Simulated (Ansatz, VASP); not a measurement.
One calculation of Ta2N, two programs

Contents of POSCAR:

```
Ta2N
1.0
    3.1128615060      0.0000000000      0.0000000000
   -1.5564307530      2.6958171426      0.0000000000
    0.0000000000      0.0000000000      4.8698410000
Ta N
2 1
Direct
    0.3333333333      0.6666666667      0.2547110000
    0.6666666667      0.3333333333      0.7452890000
    0.0000000000      0.0000000000      0.0000000000
```

File INCAR.step1:

```
SYSTEM = Ta2N
PREC = Accurate
ENCUT = 520
EDIFF = 1E-5
ISMEAR = -1
SIGMA = 0.05
LREAL = .False.
LASPH = .True.
NELM = 60
ALGO = Normal
ISIF = 2
LWAVE = .True.
LCHARG = .False.
GGA = PE
NBANDS = 20
KPAR = 4
```

INCAR.step2

```
SYSTEM = Ta2N
PREC = Accurate
ENCUT = 520
EDIFF = 1E-6
ISMEAR = -1
SIGMA = 0.05
LREAL = .False.
LASPH = .True.
NELM = 60
ALGO = Normal
ISIF = 2
LWAVE = .False.
LCHARG = .False.
GGA = PE
LHFCALC = .True.
HFSCREEN = 0.2079
PRECFOCK = Normal
ISTART = 1
NBANDS = 20
KPAR = 4
```

KPOINTS

```
Automatic mesh
0
Gamma
  6 6 4
  0 0 0
```

The input input:

```
crystal:
  lattice:
    - [3.112861506, 0.0, 0.0]
    - [-1.556430753, 2.6958171426, 0.0]
    - [0.0, 0.0, 4.869841]
  atoms:
    - { symbol: Ta, position: [0.3333333333, 0.6666666667, 0.254711] }
    - { symbol: Ta, position: [0.6666666667, 0.3333333333, 0.745289] }
    - { symbol: "N", position: [0.0, 0.0, 0.0] }
hamiltonian:
  xc: hse06
  pseudopotentials: { kind: paw }
kpoints:
  mp_grid: { grid: [6, 6, 4] }
  band_path:
    path:
      - [[0.0, 0.0, 0.0], [0.5, 0.0, 0.0], [0.3333333333, 0.3333333333, 0.0], [0.0, 0.0, 0.0], [0.0, 0.0, 0.5], [0.5, 0.0, 0.5], [0.3333333333, 0.3333333333, 0.5], [0.0, 0.0, 0.5]]
      - [[0.5, 0.0, 0.5], [0.5, 0.0, 0.0]]
      - [[0.3333333333, 0.3333333333, 0.0], [0.3333333333, 0.3333333333, 0.5]]
    npoints: 4
scf:
  occupations: { method: fermi_dirac, width: 0.05 }
  n_extra_bands: 7
output:
  forces: true
  stress: true
  eigenvalues: true
  fatbands: false
```

Alike in both runs: functional HSE06; k mesh 6 × 6 × 4; occupations fermi-dirac, width 0.05 eV; no spin polarisation.

|  | VASP | Ansatz |
| --- | --- | --- |
| version | VASP 6.6.1 | Ansatz 0.2.0 |
| potentials or method | VASP PAW PBE potentials, release 64 (Ta_pv, N) | Ansatz PAW |
| plane-wave cutoff (eV) | 520 | 420 |
| valence electrons in the cell | 27 | 31 |
| task | single point | band structure |

```csv
,VASP,Ansatz,Ansatz less VASP
gap on the k mesh at the Fermi level (eV),none,none,-
pressure (GPa),-8.2,-7.5,+0.75
"traceless stress, the component that is largest in VASP (GPa)",0.84,1.20,+0.357
rms of the force components (eV/Å),0.253,0.257,+0.0047
```

Atom by atom the forces differ by 0.005 eV/Å (rms over components). A gap of «none» marks a metal or a gap that the smearing closes. The functional is the same, so the differences come from potentials, cutoffs and numerics. VASP's potentials hold 27 valence electrons a cell and Ansatz's 31, so a difference there can come from the potentials and not from the codes.

The k mesh is coarse, so the values compare programs but aren't converged. Spin-orbit coupling is off throughout.
